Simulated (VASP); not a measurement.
A run of VASP 6.6.1:

INCAR

```
  PREC = Accurate
  ENCUT = 600
  EDIFF = 1E-6
  ISMEAR = 0
  SIGMA = 0.2
  LREAL = F
  LASPH = T
  NELM = 80
  ALGO = Fast
  ISIF = 3
  LWAVE = F
  LCHARG = F
  GGA = PE
  IBRION = 2
  NSW = 36
  EDIFFG = -0.08
```

File KPOINTS:

```
Automatic mesh
0
Gamma
  4 4 4
```

File POSCAR:

```
Cu6Ru
1.0
    0.0000000000      3.5739715800      3.5739715800
    3.5739715800      0.0000000000      3.5739715800
    3.5739715800      3.5739715800      0.0000000000
Cu Ru
6 1
Direct
    0.2035127300      0.7964872700      0.7964872700
    0.7964872700      0.2035127300      0.2035127300
    0.7964872700      0.2035127300      0.7964872700
    0.2035127300      0.7964872700      0.2035127300
    0.7964872700      0.7964872700      0.2035127300
    0.2035127300      0.2035127300      0.7964872700
    0.7500000000      0.7500000000      0.7500000000
```

Potentials or basis: VASP PAW PBE potentials, release 64 (Cu, Ru_pv).

Command:

```console
$ cat potpaw_PBE.64/Cu/POTCAR potpaw_PBE.64/Ru_pv/POTCAR > POTCAR
$ mpirun -np 1 vasp_std > vasp.out
```

Hardware: 1 thread of Intel(R) Xeon(R) 6975P-C (Granite Rapids), on a shared host.

Question: How long does it take, and how much memory?

Answer: It took 8.4 min on 1 thread of Intel(R) Xeon(R) 6975P-C (Granite Rapids) (shared host), peak memory 0.27 GiB. Counts: scf iterations 274, k points 8, ion steps 13.
